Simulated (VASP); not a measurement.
# Pm (Pm-3m) in VASP: single point with PBE

Aim: the single point of Pm with PBE.

Everything below comes from runs of VASP 6.6.1. Logs are shortened: lines on timing, memory, paths and dates and some standing lists are left out, and cuts for length are marked.

### Step 1. The cell of the first run

Symmetry: Pm-3m, No. 221, cubic system. The conventional cell has a = 2.615 Å, b = 2.615 Å, c = 2.615 Å, α = 90.00°, β = 90.00°, γ = 90.00°. Pm (site symmetry m-3m) has 6 Pm at 2.62 Å within 3.4 Å.

### Step 2. Single point, PBE

Contents of INCAR:

```
SYSTEM = Pm
ALGO = Normal ; EDIFF = 1E-6
ENCUT = 520 ; GGA = PE
ISIF = 2 ; ISMEAR = -1
LASPH = .True. ; LCHARG = .True.
LELF = .True. ; LREAL = .False.
LVHAR = .True. ; LWAVE = .False.
NBANDS = 14 ; NELM = 60
PREC = Accurate ; SIGMA = 0.13605693000000002
```

Contents of KPOINTS:

```
k-points
0
Gamma
  13 13 13
  0 0 0
```

Contents of POSCAR:

```
Pm
1.0
    2.6150507736      0.0000000000      0.0000000000
    0.0000000000      2.6150507736      0.0000000000
    0.0000000000      0.0000000000      2.6150507736
Pm
1
Direct
    0.0000000000      0.0000000000      0.0000000000
```

Potentials or basis: VASP PAW PBE potentials, release 64 (Pm).

Run with:

```bash
$ cat potpaw_PBE.64/Pm/POTCAR > POTCAR
$ mpirun -np 1 vasp_std > vasp.out
```

OUTCAR:

```text
SYSTEM = Pm
   EDIFF = 1E-6
   ENCUT = 520
   GGA = PE
   ISIF = 2
   ISMEAR = -1
   LASPH = .True.
   LREAL = .False.
   NELM = 60
   PREC = Accurate

 ion  position               nearest neighbor table
   1  0.000  0.000  0.000-

  LATTYP: Found a simple cubic cell.
 ALAT       =     2.6150507736

  Lattice vectors:

 A1 = (   2.6150507736,   0.0000000000,   0.0000000000)
 A2 = (   0.0000000000,   2.6150507736,   0.0000000000)
 A3 = (   0.0000000000,   0.0000000000,   2.6150507736)

Analysis of symmetry for initial positions (statically):
=====================================================================
 Subroutine PRICEL returns:
 Original cell was already a primitive cell.

 Routine SETGRP: Setting up the symmetry group for a
 simple cubic supercell.

 Subroutine GETGRP returns: Found 48 space group operations
 (whereof 48 operations were pure point group operations)
 out of a pool of 48 trial point group operations.

The static configuration has the point symmetry O_h .

Analysis of symmetry for dynamics (positions and initial velocities):
=====================================================================
 Subroutine PRICEL returns:
 Original cell was already a primitive cell.

 Routine SETGRP: Setting up the symmetry group for a
 simple cubic supercell.

 Subroutine GETGRP returns: Found 48 space group operations
 (whereof 48 operations were pure point group operations)
 out of a pool of 48 trial point group operations.

The dynamic configuration has the point symmetry O_h .

 Subroutine INISYM returns: Found 48 space group operations
 (whereof 48 operations are pure point group operations),
 and found     1 'primitive' translations

----------------------------------------------------------------------------------------

                                     Primitive cell

  volume of cell :      17.8830

  direct lattice vectors                    reciprocal lattice vectors
     2.615050774  0.000000000  0.000000000     0.382401753  0.000000000  0.000000000
     0.000000000  2.615050774  0.000000000     0.000000000  0.382401753  0.000000000
     0.000000000  0.000000000  2.615050774     0.000000000  0.000000000  0.382401753

  length of vectors
     2.615050774  2.615050774  2.615050774     0.382401753  0.382401753  0.382401753

  position of ions in fractional coordinates (direct lattice)
     0.000000000  0.000000000  0.000000000

  ion indices of the primitive-cell ions
   primitive index   ion index
                 1           1

[... 80 lines left out ...]
   TEBEG  =    0.0;   TEEND  =   0.0 temperature during run
   PSTRESS=    0.0 pullay stress
   NELECT =      15.0000    total number of electrons
   NUPDOWN=      -1.0000    fix difference up-down
   EMIN   =  10.00;   EMAX   =-10.00  energy-range for DOS
   EFERMI =   0.00;   METHOD = LEGACY
   ISMEAR =    -1;   SIGMA  =   0.14  broadening in eV -4-tet -1-fermi 0-gaus
   EFERMI_NEDOS =   21; number of points for ismear=-14 and -15
   IALGO  =     38    algorithm
   IMIX   =      4    mixing-type and parameters
     AMIX     =   0.40;   BMIX     =  1.00
     AMIX_MAG =   1.60;   BMIX_MAG =  1.00
  volume/ion in A,a.u.               =      17.88       120.68
  Fermi-wavevector in a.u.,A,eV,Ry     =   1.543921  2.917588 32.432107  2.383693
  Thomas-Fermi vector in A             =   2.649515
   LORBIT       =      0    0 simple, 1 ext, 2 COOP (PROOUT), +10 PAW based schemes
   GGA     = PE    functional components
   LHFCALC =     F    Hartree Fock is set to
   AEXX    =    0.0000 exact exchange contribution
   IVDW    =     0    specifies the selected vdW correction
   LEPSILON=     F    determine dielectric tensor
   LRPA    =     F    only Hartree local field effects (RPA)
 non-spin polarized calculation
  energy-cutoff  :      520.00
  volume of cell :       17.88
 maximum number of plane-waves:       494
 NGX is ok and might be reduce to    20
   NGX =  9   NGY =  9   NGZ =  9

 number of electron      14.9999997 magnetization

 Free energy of the ion-electron system (eV)
  ---------------------------------------------------
  ext. energy  EPLUGINS =         0.00000000
  ---------------------------------------------------
  free energy    TOTEN  =        -5.36570431 eV

  energy without entropy =       -4.98862234  energy(sigma->0) =       -5.17716332

 E-fermi :  12.1879     XC(G=0): -13.1788

 val. band max:       12.1852576810   @ k =   0.0769   0.0769   0.0000
 cond. band min:      12.1897866226   @ k =   0.1538   0.0769   0.0769
 fundamental gap:      0.0045289416
 Fermi energy:        12.1878632598

 k-point     1 :       0.0000    0.0000    0.0000
  band No.  band energies     occupation
      1     -27.4131      2.00000
      2      -4.1504      2.00000
      3      -4.1504      2.00000
      4      -4.1504      2.00000
      5       9.9933      2.00000
      6      10.1904      2.00000
      7      10.1904      2.00000
      8      12.1500      1.13817
      9      12.1500      1.13817
     10      12.1500      1.13817
     11      12.7973      0.02244
     12      12.7973      0.02244
     13      12.7973      0.02244
     14      12.9153      0.00948
[... 377 lines left out ...]
      1     -25.7390      2.00000
      2      -8.9769      2.00000
      3      -7.7519      2.00000
      4      -2.9508      2.00000
      5       9.0692      2.00000
      6      11.3695      1.99513
      7      11.6785      1.95378
      8      12.4867      0.20013
      9      12.5427      0.13730
     10      12.7828      0.02493
     11      13.0910      0.00262
     12      13.1943      0.00123
     13      13.9210      0.00001
     14      19.0205      0.00000

 [... further k-points ...]

------------------------ aborting loop because EDIFF is reached ----------------------------------------

  FORCE on cell =-STRESS in cart. coord.  units (eV):
  Direction    XX          YY          ZZ          XY          YZ          ZX
  --------------------------------------------------------------------------------------
  -------------------------------------------------------------------------------------
  Total       -0.0454668     -0.0454668     -0.0454668      0.0000000     -0.0000000     -0.0000000
  in kB       -4.0734733     -4.0734733     -4.0734733      0.0000000     -0.0000000     -0.0000000
  external PRESSURE =      -4.0734733 kB  Pullay stress =       0.0000000 kB

 VOLUME and BASIS-vectors are now :
 -----------------------------------------------------------------------------
  energy-cutoff  :      520.00
  volume of cell :       17.88
      direct lattice vectors                 reciprocal lattice vectors
     2.615050774  0.000000000  0.000000000     0.382401753  0.000000000  0.000000000
     0.000000000  2.615050774  0.000000000     0.000000000  0.382401753  0.000000000
     0.000000000  0.000000000  2.615050774     0.000000000  0.000000000  0.382401753

 POSITION                                       TOTAL-FORCE (eV/Angst)
 -----------------------------------------------------------------------------------
      0.00000      0.00000      0.00000         0.000000      0.000000      0.000000
 -----------------------------------------------------------------------------------
    total drift:                               -0.000000     -0.000000     -0.000000

  FREE ENERGIE OF THE ION-ELECTRON SYSTEM (eV)
  ---------------------------------------------------
  free  energy   TOTEN  =        -5.3657043062 eV

  energy  without entropy=       -4.9886223426  energy(sigma->0) =       -5.17716332
```

OSZICAR:

```text
N       E                     dE             d eps       ncg     rms          rms(c)
DAV:   1     0.967460978328E+02    0.96746E+02   -0.63922E+03  2520   0.199E+03
DAV:   2     0.144912496722E+01   -0.95297E+02   -0.85292E+02  2614   0.262E+02
DAV:   3    -0.782501474084E+01   -0.92741E+01   -0.83431E+01  3182   0.918E+01
DAV:   4    -0.823037310506E+01   -0.40536E+00   -0.39109E+00  3618   0.166E+01
DAV:   5    -0.823986377202E+01   -0.94907E-02   -0.94098E-02  3288   0.238E+00    0.414E+01
DAV:   6    -0.153737679696E+02   -0.71339E+01   -0.75078E+01  2634   0.155E+02    0.265E+01
DAV:   7    -0.545125534911E+01    0.99225E+01   -0.33761E+01  2646   0.749E+01    0.123E+01
DAV:   8    -0.536576121998E+01    0.85494E-01   -0.10112E+00  4016   0.138E+01    0.126E+00
DAV:   9    -0.536633969953E+01   -0.57848E-03   -0.20679E-02  2746   0.108E+00    0.758E-01
DAV:  10    -0.536569151047E+01    0.64819E-03   -0.48973E-03  4396   0.101E+00    0.149E-01
DAV:  11    -0.536569850090E+01   -0.69904E-05   -0.22771E-04  3440   0.250E-01    0.766E-02
DAV:  12    -0.536570597032E+01   -0.74694E-05   -0.19103E-05  2870   0.493E-02    0.368E-02
DAV:  13    -0.536570474977E+01    0.12205E-05   -0.76905E-06  3430   0.557E-02    0.101E-02
DAV:  14    -0.536570430617E+01    0.44360E-06   -0.81053E-07  1372   0.214E-02
   1 F= -.53657043E+01 E0= -.51771633E+01  d E =-.377082E+00
```

It took 28 s on 1 thread of AMD EPYC 7R43 (Zen 3), shared host; peak memory 0.11 GiB.

What came out:

* Free energy: -5.3657 eV
* Pressure: -0.4 GPa

Caveat: spin-orbit coupling is left out, which moves the levels of the heavy elements. Spin polarisation is off, so any magnetic state and its effect on volume and gap are missing.
